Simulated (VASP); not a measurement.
# Si3N4 (P-6m2) in VASP: single point with PBE

Aim: the single point of Si3N4 with PBE.

All numbers are computed with VASP 6.6.1; they aren't measurements. Logs are shortened: lines on timing, memory, paths and dates and some standing lists are left out, and cuts for length are marked.

### Step 1. The cell of the first run

The structure is hexagonal, space group P-6m2 (No. 187). The conventional cell has a = 5.511 Å, b = 5.511 Å, c = 2.700 Å, α = 90.00°, β = 90.00°, γ = 120.00°. Within 2.8 Å of Si (site symmetry mm2) lie 6 N at 2.09 Å and 6 Si at 2.70 to 2.76 Å. Within 2.8 Å of N (site symmetry mm2) lie 4 Si at 2.09 Å and 8 N at 2.70 to 2.76 Å. N (site symmetry -6m2) has 6 Si at 2.09 Å and 8 N at 2.70 to 2.76 Å within 2.8 Å.

### Step 2. Single point, PBE

INCAR

```
PREC = Accurate
ENCUT = 520
EDIFF = 1E-6
ISMEAR = 0
SIGMA = 0.1
LREAL = F
LASPH = T
NELM = 80
ALGO = Normal
ISIF = 2
LWAVE = F
LCHARG = F
GGA = PE
NBANDS = 25
```

KPOINTS

```
Automatic mesh
0
Gamma
  6 6 6
```

POSCAR

```
Si3N4
1.0
    5.5111471400      0.0000000000      0.0000000000
   -2.7555735700      4.7727934300      0.0000000000
    0.0000000000      0.0000000000      2.7004621000
Si N
3 4
Direct
    0.8333333300      0.1666666700      0.0000000000
    0.8333333300      0.6666666700      0.0000000000
    0.3333333300      0.1666666700      0.0000000000
    0.0000000000      0.5000000000      0.5000000000
    0.0000000000      0.0000000000      0.5000000000
    0.5000000000      0.5000000000      0.5000000000
    0.5000000000      0.0000000000      0.5000000000
```

Potentials or basis: VASP PAW PBE potentials, release 64 (Si, N).

Run with:

```console
$ cat potpaw_PBE.64/Si/POTCAR potpaw_PBE.64/N/POTCAR > POTCAR
$ mpirun -np 1 vasp_std > vasp.out
```

OUTCAR:

```text
PREC = Accurate
   ENCUT = 520
   EDIFF = 1E-6
   ISMEAR = 0
   LREAL = F
   LASPH = T
   NELM = 80
   ISIF = 2
   GGA = PE

 ion  position               nearest neighbor table
   1  0.833  0.167  0.000-   7 2.09   7 2.09   4 2.09   4 2.09   5 2.09   5 2.09   3 2.76   3 2.76
                             2 2.76   2 2.76
   2  0.833  0.667  0.000-   6 2.09   6 2.09   5 2.09   5 2.09   4 2.09   4 2.09   1 2.76   3 2.76
                             1 2.76   3 2.76
   3  0.333  0.167  0.000-   5 2.09   5 2.09   6 2.09   6 2.09   7 2.09   7 2.09   1 2.76   1 2.76
                             2 2.76   2 2.76
   4  0.000  0.500  0.500-   1 2.09   1 2.09   2 2.09   2 2.09
   5  0.000  0.000  0.500-   3 2.09   3 2.09   2 2.09   2 2.09   1 2.09   1 2.09
   6  0.500  0.500  0.500-   2 2.09   2 2.09   3 2.09   3 2.09
   7  0.500  0.000  0.500-   1 2.09   1 2.09   3 2.09   3 2.09

  LATTYP: Found a hexagonal cell.
 ALAT       =     5.5111471400
 C/A-ratio  =     0.4900000003

  Lattice vectors:

 A1 = (   5.5111471400,   0.0000000000,   0.0000000000)
 A2 = (  -2.7555735700,   4.7727934300,   0.0000000000)
 A3 = (   0.0000000000,   0.0000000000,   2.7004621000)

Analysis of symmetry for initial positions (statically):
=====================================================================
 Subroutine PRICEL returns:
 Original cell was already a primitive cell.

 Routine SETGRP: Setting up the symmetry group for a
 hexagonal supercell.

 Subroutine GETGRP returns: Found 12 space group operations
 (whereof 12 operations were pure point group operations)
 out of a pool of 24 trial point group operations.

The static configuration has the point symmetry D_3h.

Analysis of symmetry for dynamics (positions and initial velocities):
=====================================================================
 Subroutine PRICEL returns:
 Original cell was already a primitive cell.

 Routine SETGRP: Setting up the symmetry group for a
 hexagonal supercell.

 Subroutine GETGRP returns: Found 12 space group operations
 (whereof 12 operations were pure point group operations)
 out of a pool of 24 trial point group operations.

The dynamic configuration has the point symmetry D_3h.

 Subroutine INISYM returns: Found 12 space group operations
 (whereof 12 operations are pure point group operations),
 and found     1 'primitive' translations

----------------------------------------------------------------------------------------

                                     Primitive cell

  volume of cell :      71.0318
[... 99 lines left out ...]
   EDIFF  = 0.1E-05   stopping-criterion for ELM
   LREAL  =      F    real-space projection
   EDIFFG = 0.1E-04   stopping-criterion for IOM
   NSW    =      0    number of steps for IOM
   IBRION =     -1    ionic relax: 0-MD 1-quasi-New 2-CG
   NFREE  =      0    steps in history (QN), initial steepest desc. (CG)
   ISIF   =      2    stress and relaxation
   ISYM   =      2    0-nonsym 1-usesym 2-fastsym
   POTIM  = 0.5000    time-step for ionic-motion
   TEBEG  =    0.0;   TEEND  =   0.0 temperature during run
   PSTRESS=    0.0 pullay stress
   NELECT =      32.0000    total number of electrons
   NUPDOWN=      -1.0000    fix difference up-down
   EMIN   =  10.00;   EMAX   =-10.00  energy-range for DOS
   EFERMI =   0.00;   METHOD = LEGACY
   ISMEAR =     0;   SIGMA  =   0.10  broadening in eV -4-tet -1-fermi 0-gaus
   EFERMI_NEDOS =   21; number of points for ismear=-14 and -15
   IALGO  =     38    algorithm
   IMIX   =      4    mixing-type and parameters
     AMIX     =   0.40;   BMIX     =  1.00
     AMIX_MAG =   1.60;   BMIX_MAG =  1.00
  volume/ion in A,a.u.               =      10.15        68.48
  Fermi-wavevector in a.u.,A,eV,Ry     =   1.254991  2.371589 21.429206  1.575002
  Thomas-Fermi vector in A             =   2.388769
   LORBIT       =      0    0 simple, 1 ext, 2 COOP (PROOUT), +10 PAW based schemes
   GGA     = PE    functional components
   LHFCALC =     F    Hartree Fock is set to
   AEXX    =    0.0000 exact exchange contribution
   IVDW    =     0    specifies the selected vdW correction
   LEPSILON=     F    determine dielectric tensor
   LRPA    =     F    only Hartree local field effects (RPA)
 non-spin polarized calculation
 Gauss-broadening in eV      SIGMA  =   0.10
  energy-cutoff  :      520.00
  volume of cell :       71.03
 maximum number of plane-waves:      1938
 NGX is ok and might be reduce to    42
   NGX = 21   NGY = 21   NGZ = 11

 number of electron      32.0000004 magnetization

 Free energy of the ion-electron system (eV)
  ---------------------------------------------------
  ext. energy  EPLUGINS =         0.00000000
  ---------------------------------------------------
  free energy    TOTEN  =       -44.73742875 eV

  energy without entropy =      -44.72484492  energy(sigma->0) =      -44.73113683

 E-fermi :   8.0065     XC(G=0): -11.4655

 val. band max:        8.0028617287   @ k =   0.3333   0.1667   0.3333
 cond. band min:       8.0271505061   @ k =   0.1667  -0.0000   0.1667
 fundamental gap:      0.0242887775
 Fermi energy:         8.0065431355

 k-point     1 :       0.0000    0.0000    0.0000
  band No.  band energies     occupation
      1     -10.8428      2.00000
      2      -7.8211      2.00000
      3      -6.7920      2.00000
      4      -6.7920      2.00000
      5      -2.3177      2.00000
      6      -2.3177      2.00000
[... 661 lines left out ...]
     24      15.4084      0.00000
     25      16.0886      0.00000

 [... further k-points ...]
[... 5 lines left out ...]
  --------------------------------------------------------------------------------------
  -------------------------------------------------------------------------------------
  Total       -6.4777018     -6.4777018    -15.7245275      0.0000000     -0.0000000      0.0000000
  in kB     -146.1096173   -146.1096175   -354.6789830      0.0000000     -0.0000000      0.0000000
  external PRESSURE =    -215.6327393 kB  Pullay stress =       0.0000000 kB

 VOLUME and BASIS-vectors are now :
 -----------------------------------------------------------------------------
  energy-cutoff  :      520.00
  volume of cell :       71.03
      direct lattice vectors                 reciprocal lattice vectors
     5.511147140  0.000000000  0.000000000     0.181450427  0.104760453  0.000000000
    -2.755573570  4.772793430  0.000000000     0.000000000  0.209520905  0.000000000
     0.000000000  0.000000000  2.700462100     0.000000000  0.000000000  0.370306993

 POSITION                                       TOTAL-FORCE (eV/Angst)
 -----------------------------------------------------------------------------------
      4.13336      0.79547      0.00000        -1.817842      1.049531      0.000000
      2.75557      3.18186      0.00000         0.000000     -2.099063      0.000000
      1.37779      0.79547      0.00000         1.817842      1.049531      0.000000
     -1.37779      2.38640      1.35023        -1.988101     -1.147831      0.000000
      0.00000      0.00000      1.35023         0.000000      0.000000      0.000000
      1.37779      2.38640      1.35023         1.988101     -1.147831      0.000000
      2.75557      0.00000      1.35023         0.000000      2.295661     -0.000000
 -----------------------------------------------------------------------------------
    total drift:                                0.000000     -0.000000     -0.000000

  FREE ENERGIE OF THE ION-ELECTRON SYSTEM (eV)
  ---------------------------------------------------
  free  energy   TOTEN  =       -44.7374287490 eV

  energy  without entropy=      -44.7248449176  energy(sigma->0) =      -44.73113683
```

OSZICAR:

```text
N       E                     dE             d eps       ncg     rms          rms(c)
DAV:   1     0.102431004225E+03    0.10243E+03   -0.15472E+04  1400   0.118E+03
DAV:   2    -0.414263326766E+02   -0.14386E+03   -0.13342E+03  1773   0.232E+02
DAV:   3    -0.495430753557E+02   -0.81167E+01   -0.79542E+01  1851   0.550E+01
DAV:   4    -0.496592871736E+02   -0.11621E+00   -0.11603E+00  1805   0.679E+00
DAV:   5    -0.496613770014E+02   -0.20898E-02   -0.20882E-02  1870   0.828E-01    0.145E+01
DAV:   6    -0.453758060230E+02    0.42856E+01   -0.21022E+01  1720   0.242E+01    0.774E+00
DAV:   7    -0.447614027700E+02    0.61440E+00   -0.26290E+00  1774   0.109E+01    0.353E+00
DAV:   8    -0.447443763686E+02    0.17026E-01   -0.22914E-01  1822   0.317E+00    0.167E+00
DAV:   9    -0.447379122605E+02    0.64641E-02   -0.37040E-02  1819   0.132E+00    0.343E-01
DAV:  10    -0.447371514136E+02    0.76085E-03   -0.47334E-03  1918   0.595E-01    0.177E-01
DAV:  11    -0.447374205201E+02   -0.26911E-03   -0.11997E-03  1822   0.205E-01    0.913E-02
DAV:  12    -0.447374319470E+02   -0.11427E-04   -0.21086E-04  1941   0.118E-01    0.188E-02
DAV:  13    -0.447374276224E+02    0.43246E-05   -0.47410E-05  1879   0.524E-02    0.752E-03
DAV:  14    -0.447374287098E+02   -0.10874E-05   -0.48461E-06  1788   0.137E-02    0.259E-03
DAV:  15    -0.447374287490E+02   -0.39139E-07   -0.42318E-07  1224   0.441E-03
   1 F= -.44737429E+02 E0= -.44731137E+02  d E =-.125838E-01
```

stdout:

```text
POSCAR found type information on POSCAR SiN
 POSCAR found :  2 types and       7 ions
 scaLAPACK will be used
 LDA part: xc-table for (Slater+PW92), standard interpolation
 POSCAR, INCAR and KPOINTS ok, starting setup
 FFT: planning ... GRIDC
 FFT: planning ... GRID_SOFT
 FFT: planning ... GRID
 WAVECAR not read
 entering main loop
```

It took 23 s on 1 thread of Intel Xeon 6975P-C (Granite Rapids), shared host; peak memory 0.19 GiB.

What came out:

| Quantity | Value |
| --- | --- |
| Free energy | -44.7374 eV |
| Pressure | -21.6 GPa |
| Largest force | 2.296 eV/Å |
| Band gap on the k mesh | zero (band 16 reaches 8.13 eV, above the bottom of band 17 at 7.42 eV) |

Forces in eV/Å, atoms in the order of the input:
```
Si  -1.818  1.050  0.000
Si   0.000 -2.099  0.000
Si   1.818  1.050  0.000
N   -1.988 -1.148  0.000
N    0.000  0.000  0.000
N    1.988 -1.148  0.000
N    0.000  2.296  0.000
```

Levels at points of the mesh, in eV from the Fermi level:
```
           k point  band 14  band 15  band 16  band 17  band 18  band 19
(0.00, 0.00, 0.00)    -0.56    -0.31    -0.10    -0.10     2.62     2.62
(0.50, 0.00, 0.00)    -0.70    -0.59    -0.51     1.21     2.61     4.34
(0.00, 0.00, 0.50)    -1.63    -1.63    -1.54     0.74     0.74     1.29
(0.50, 0.00, 0.50)    -1.45    -1.38    -1.13     0.33     0.45     0.90
```

Caveat: the k points lie up to 0.39 Å⁻¹ apart; forces of over 1 eV/Å act on the atoms, so gaps and moduli don't describe the material at rest.
